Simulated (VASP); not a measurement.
# GaB (P4/mmm) in VASP: notebook

Runs on GaB. Level: PBE. Tasks: single point.

Program: VASP 6.6.1. These are calculated values, not measurements. Logs are shortened: lines on timing, memory, paths and dates and some standing lists are left out, and cuts for length are marked.

## 1. The cell of the first run

It takes space group P4/mmm (No. 123, tetragonal). The conventional cell has a = 2.700 Å, b = 2.700 Å, c = 3.214 Å, α = 90.00°, β = 90.00°, γ = 90.00°. Within 3.3 Å of Ga (site symmetry 4/mmm) lie 8 B at 2.50 Å and 6 Ga at 2.70 to 3.21 Å. Within 3.3 Å of B (site symmetry 4/mmm) lie 8 Ga at 2.50 Å and 6 B at 2.70 to 3.21 Å.

## 2. Single point, PBE

INCAR

```
ALGO = Normal ; EDIFF = 1E-7
ENCUT = 520 ; GGA = PE
ISIF = 2 ; ISMEAR = -1
LASPH = T ; LCHARG = F
LREAL = F ; LWAVE = F
NBANDS = 15 ; NELM = 100
PREC = Accurate ; SIGMA = 0.05
```

KPOINTS

```
k-points
0
Gamma
  10 10 8
```

POSCAR

```
GaB
1.0
    2.6999962288      0.0000000000      0.0000000000
    0.0000000000      2.6999962288      0.0000000000
    0.0000000000      0.0000000000      3.2144898154
Ga B
1 1
Direct
    0.5000000000      0.5000000000      0.5000000000
    0.0000000000      0.0000000000      0.0000000000
```

Potentials or basis: VASP PAW PBE potentials, release 64 (Ga_d, B).

Command:

```
> cat potpaw_PBE.64/Ga_d/POTCAR potpaw_PBE.64/B/POTCAR > POTCAR
> mpirun -np 1 vasp_std > vasp.out
```

OUTCAR:

```text
EDIFF = 1E-7
   ENCUT = 520
   GGA = PE
   ISIF = 2
   ISMEAR = -1
   LASPH = T
   LREAL = F
   NELM = 100
   PREC = Accurate

 ion  position               nearest neighbor table
   1  0.500  0.500  0.500-   2 2.50   2 2.50   2 2.50   2 2.50   2 2.50   2 2.50   2 2.50   2 2.50

   2  0.000  0.000  0.000-   1 2.50   1 2.50   1 2.50   1 2.50   1 2.50   1 2.50   1 2.50   1 2.50

  LATTYP: Found a simple tetragonal cell.
 ALAT       =     2.6999962288
 C/A-ratio  =     1.1905534464

  Lattice vectors:

 A1 = (   2.6999962288,   0.0000000000,   0.0000000000)
 A2 = (   0.0000000000,   2.6999962288,   0.0000000000)
 A3 = (   0.0000000000,   0.0000000000,   3.2144898154)

Analysis of symmetry for initial positions (statically):
=====================================================================
 Subroutine PRICEL returns:
 Original cell was already a primitive cell.

 Routine SETGRP: Setting up the symmetry group for a
 simple tetragonal supercell.

 Subroutine GETGRP returns: Found 16 space group operations
 (whereof 16 operations were pure point group operations)
 out of a pool of 16 trial point group operations.

The static configuration has the point symmetry D_4h.

Analysis of symmetry for dynamics (positions and initial velocities):
=====================================================================
 Subroutine PRICEL returns:
 Original cell was already a primitive cell.

 Routine SETGRP: Setting up the symmetry group for a
 simple tetragonal supercell.

 Subroutine GETGRP returns: Found 16 space group operations
 (whereof 16 operations were pure point group operations)
 out of a pool of 16 trial point group operations.

The dynamic configuration has the point symmetry D_4h.

 Subroutine INISYM returns: Found 16 space group operations
 (whereof 16 operations are pure point group operations),
 and found     1 'primitive' translations

----------------------------------------------------------------------------------------

                                     Primitive cell

  volume of cell :      23.4336

  direct lattice vectors                    reciprocal lattice vectors
     2.699996229  0.000000000  0.000000000     0.370370888  0.000000000  0.000000000
     0.000000000  2.699996229  0.000000000     0.000000000  0.370370888  0.000000000
     0.000000000  0.000000000  3.214489815     0.000000000  0.000000000  0.311091357

  length of vectors
     2.699996229  2.699996229  3.214489815     0.370370888  0.370370888  0.311091357

  position of ions in fractional coordinates (direct lattice)
     0.500000000  0.500000000  0.500000000
     0.000000000  0.000000000  0.000000000

  ion indices of the primitive-cell ions
   primitive index   ion index
                 1           1
                 2           2

----------------------------------------------------------------------------------------

 KPOINTS: k-points

Automatic generation of k-mesh.
 Grid dimensions read from file:
 generate k-points for:   10   10    8

 Generating k-lattice:

  Cartesian coordinates                     Fractional coordinates (reciprocal lattice)
     0.037037089  0.000000000  0.000000000     0.100000000  0.000000000  0.000000000
     0.000000000  0.037037089  0.000000000     0.000000000  0.100000000  0.000000000
     0.000000000  0.000000000  0.038886420     0.000000000  0.000000000  0.125000000

  Length of vectors
     0.037037089  0.037037089  0.038886420

  Shift w.r.t. Gamma in fractional coordinates (k-lattice)
     0.000000000  0.000000000  0.000000000

 Subroutine IBZKPT returns following result:
 ===========================================

 Found    105 irreducible k-points:

 Following reciprocal coordinates:
            Coordinates               Weight
  0.000000  0.000000  0.000000      1.000000
  0.100000  0.000000  0.000000      4.000000
  0.200000  0.000000  0.000000      4.000000
  0.300000  0.000000  0.000000      4.000000
  0.400000  0.000000  0.000000      4.000000
  0.500000  0.000000  0.000000      2.000000
[... 16 lines left out ...]
  0.100000  0.000000  0.125000      8.000000
  0.200000  0.000000  0.125000      8.000000
 [... further k-points ...]
   k-points           NKPTS =    105   k-points in BZ     NKDIM =    105   number of bands    NBANDS=     15
   number of dos      NEDOS =    301   number of ions     NIONS =      2
   total plane-waves  NPLWV =   9600
   dimension x,y,z NGX =    20 NGY =   20 NGZ =   24
   dimension x,y,z NGXF=    40 NGYF=   40 NGZF=   48
   ions per type =               1   1
   NGX,Y,Z   is equivalent  to a cutoff of  12.31, 12.31, 12.41 a.u.
   NGXF,Y,Z  is equivalent  to a cutoff of  24.63, 24.63, 24.82 a.u.
 SYSTEM =  unknown system
   PREC   = accura    normal or accurate (medium, high low for compatibility)
   ISTART =      0    job   : 0-new  1-cont  2-samecut
   ICHARG =      2    charge: 1-file 2-atom 10-const
   ISPIN  =      1    spin polarized calculation?
   LNONCOLLINEAR =      F non collinear calculations
   LSORBIT =      F    spin-orbit coupling
   LASPH  =      T    aspherical Exc in radial PAW
   ENCUT  =  520.0 eV  38.22 Ry    6.18 a.u.   5.02  5.02  5.98*2*pi/ulx,y,z
   NELM   =    100;   NELMIN=  2; NELMDL= -5     # of ELM steps
   EDIFF  = 0.1E-06   stopping-criterion for ELM
   LREAL  =      F    real-space projection
   EDIFFG = 0.1E-05   stopping-criterion for IOM
   NSW    =      0    number of steps for IOM
   IBRION =     -1    ionic relax: 0-MD 1-quasi-New 2-CG
   NFREE  =      0    steps in history (QN), initial steepest desc. (CG)
   ISIF   =      2    stress and relaxation
   ISYM   =      2    0-nonsym 1-usesym 2-fastsym
   POTIM  = 0.5000    time-step for ionic-motion
   TEBEG  =    0.0;   TEEND  =   0.0 temperature during run
   PSTRESS=    0.0 pullay stress
   NELECT =      16.0000    total number of electrons
   NUPDOWN=      -1.0000    fix difference up-down
   EMIN   =  10.00;   EMAX   =-10.00  energy-range for DOS
   EFERMI =   0.00;   METHOD = LEGACY
   ISMEAR =    -1;   SIGMA  =   0.05  broadening in eV -4-tet -1-fermi 0-gaus
   EFERMI_NEDOS =   21; number of points for ismear=-14 and -15
   IALGO  =     38    algorithm
   IMIX   =      4    mixing-type and parameters
     AMIX     =   0.40;   BMIX     =  1.00
     AMIX_MAG =   1.60;   BMIX_MAG =  1.00
  volume/ion in A,a.u.               =      11.72        79.07
  Fermi-wavevector in a.u.,A,eV,Ry     =   1.441569  2.724170 28.274547  2.078121
  Thomas-Fermi vector in A             =   2.560186
   LORBIT       =      0    0 simple, 1 ext, 2 COOP (PROOUT), +10 PAW based schemes
   GGA     = PE    functional components
   LHFCALC =     F    Hartree Fock is set to
   AEXX    =    0.0000 exact exchange contribution
   IVDW    =     0    specifies the selected vdW correction
   LEPSILON=     F    determine dielectric tensor
   LRPA    =     F    only Hartree local field effects (RPA)
 non-spin polarized calculation
  energy-cutoff  :      520.00
  volume of cell :       23.43
 maximum number of plane-waves:       642
   NGX = 11   NGY = 11   NGZ = 11

 number of electron      16.0000014 magnetization

 Free energy of the ion-electron system (eV)
  ---------------------------------------------------
  ext. energy  EPLUGINS =         0.00000000
  ---------------------------------------------------
  free energy    TOTEN  =        -7.14730101 eV

  energy without entropy =       -7.14193616  energy(sigma->0) =       -7.14461858

 E-fermi :   7.0884     XC(G=0): -11.9984

 val. band max:        7.0351925901   @ k =   0.5000   0.3000   0.0000
 cond. band min:       7.0921653281   @ k =   0.5000   0.5000   0.3750
 fundamental gap:      0.0569727379
 Fermi energy:         7.0884251368

 k-point     1 :       0.0000    0.0000    0.0000
  band No.  band energies     occupation
      1      -8.2386      2.00000
      2      -8.0756      2.00000
      3      -7.7452      2.00000
      4      -7.7452      2.00000
      5      -7.6972      2.00000
      6      -6.4100      2.00000
      7       5.3859      2.00000
      8       9.1235      0.00000
      9       9.8275      0.00000
     10       9.8275      0.00000
     11      16.3963      0.00000
     12      16.7417      0.00000
     13      20.5899      0.00000
     14      21.7783      0.00000
     15      21.7783      0.00000

 k-point     2 :       0.1000    0.0000    0.0000
  band No.  band energies     occupation
      1      -8.2138      2.00000
      2      -8.0572      2.00000
      3      -7.7686      2.00000
      4      -7.7433      2.00000
      5      -7.7135      2.00000
      6      -6.2156      2.00000
      7       5.5964      2.00000
      8       8.3093      0.00000
      9       9.3984      0.00000
     10       9.9950      0.00000
     11      16.6627      0.00000
     12      17.6756      0.00000
     13      19.8756      0.00000
     14      21.6505      0.00000
     15      21.6667      0.00000

 k-point     3 :       0.2000    0.0000    0.0000
  band No.  band energies     occupation
      1      -8.1665      2.00000
      2      -7.9984      2.00000
      3      -7.8289      2.00000
      4      -7.7561      2.00000
      5      -7.7382      2.00000
      6      -5.6228      2.00000
      7       5.7664      2.00000
      8       6.2116      2.00000
      9       9.7737      0.00000
     10      10.4740      0.00000
     11      17.0975      0.00000
     12      17.7096      0.00000
     13      18.0268      0.00000
     14      21.1911      0.00000
     15      23.2589      0.00000

 k-point     4 :       0.3000    0.0000    0.0000
  band No.  band energies     occupation
      1      -8.1303      2.00000
      2      -7.9133      2.00000
      3      -7.9016      2.00000
      4      -7.8080      2.00000
      5      -7.7320      2.00000
      6      -4.6226      2.00000
      7       3.1283      2.00000
      8       7.1749      0.30112
      9      10.4672      0.00000
     10      11.1796      0.00000
     11      15.7861      0.00000
     12      16.0481      0.00000
     13      17.9926      0.00000
     14      20.2117      0.00000
     15      24.4589      0.00000
[... 307 lines left out ...]
 k-point    22 :       0.0000    0.0000    0.1250
  band No.  band energies     occupation
      1      -8.2365      2.00000
      2      -8.0640      2.00000
      3      -7.7525      2.00000
      4      -7.7525      2.00000
      5      -7.6968      2.00000
      6      -6.1912      2.00000
      7       3.7439      2.00000
      8      10.0093      0.00000
      9      10.0093      0.00000
     10      10.8494      0.00000
     11      16.6899      0.00000
     12      16.9369      0.00000
     13      20.3355      0.00000
     14      20.8820      0.00000
     15      20.8820      0.00000

 k-point    23 :       0.1000    0.0000    0.1250
  band No.  band energies     occupation
      1      -8.2116      2.00000
      2      -8.0442      2.00000
      3      -7.7794      2.00000
      4      -7.7504      2.00000
      5      -7.7129      2.00000
      6      -5.9950      2.00000
      7       3.9462      2.00000
      8       8.5575      0.00000
      9      10.1710      0.00000
     10      11.0778      0.00000
     11      16.9301      0.00000
     12      17.5842      0.00000
     13      19.2211      0.00000
     14      20.8746      0.00000
     15      21.5370      0.00000

 k-point    24 :       0.2000    0.0000    0.1250
  band No.  band energies     occupation
      1      -8.1640      2.00000
      2      -7.9818      2.00000
      3      -7.8461      2.00000
      4      -7.7556      2.00000
      5      -7.7443      2.00000
      6      -5.4004      2.00000
      7       4.5427      2.00000
      8       5.9750      2.00000
      9      10.6318      0.00000
     10      11.4580      0.00000
     11      15.9525      0.00000
     12      17.4015      0.00000
     13      19.1812      0.00000
     14      20.7139      0.00000
     15      23.3758      0.00000

 [... further k-points ...]
[... 5 lines left out ...]
  --------------------------------------------------------------------------------------
  -------------------------------------------------------------------------------------
  Total        0.3523690      0.3523690      0.2953764      0.0000000     -0.0000000      0.0000000
  in kB       24.0918357     24.0918357     20.1951942      0.0000000     -0.0000000      0.0000000
  external PRESSURE =      22.7929552 kB  Pullay stress =       0.0000000 kB

 VOLUME and BASIS-vectors are now :
 -----------------------------------------------------------------------------
  energy-cutoff  :      520.00
  volume of cell :       23.43
      direct lattice vectors                 reciprocal lattice vectors
     2.699996229  0.000000000  0.000000000     0.370370888  0.000000000  0.000000000
     0.000000000  2.699996229  0.000000000     0.000000000  0.370370888  0.000000000
     0.000000000  0.000000000  3.214489815     0.000000000  0.000000000  0.311091357

 POSITION                                       TOTAL-FORCE (eV/Angst)
 -----------------------------------------------------------------------------------
      1.35000      1.35000      1.60724         0.000000      0.000000      0.000000
      0.00000      0.00000      0.00000         0.000000      0.000000      0.000000
 -----------------------------------------------------------------------------------
    total drift:                               -0.000000      0.000000      0.000000

  FREE ENERGIE OF THE ION-ELECTRON SYSTEM (eV)
  ---------------------------------------------------
  free  energy   TOTEN  =        -7.1473010068 eV

  energy  without entropy=       -7.1419361632  energy(sigma->0) =       -7.14461858
```

It took 16 s on 1 thread of Intel Xeon Platinum 8488C (Sapphire Rapids), shared host; peak memory 0.15 GiB.

What came out:

* Free energy: -7.1473 eV
* Pressure: 2.3 GPa
* Band gap on the k mesh: zero (band 8 reaches 11.50 eV, above the bottom of band 9 at 2.89 eV)

Levels at points of the mesh, in eV from the Fermi level:
| k point | band 6 | band 7 | band 8 | band 9 | band 10 | band 11 |
| --- | --- | --- | --- | --- | --- | --- |
| (0.00, 0.00, 0.00) | -13.50 | -1.70 | 2.04 | 2.74 | 2.74 | 9.31 |
| (0.50, 0.00, 0.00) | -8.72 | -8.33 | 1.93 | 5.16 | 5.66 | 5.67 |
| (0.50, 0.50, 0.00) | -4.55 | -4.55 | -3.50 | -1.89 | 3.33 | 7.80 |
| (0.00, 0.00, 0.50) | -10.04 | -9.95 | 4.41 | 4.41 | 8.18 | 9.77 |
| (0.50, 0.00, 0.50) | -5.56 | -5.42 | -5.05 | -4.20 | 5.56 | 10.44 |
| (0.50, 0.50, 0.50) | -1.93 | -1.35 | -1.35 | -0.42 | 0.13 | 0.13 |

[end of part 1 of 2]
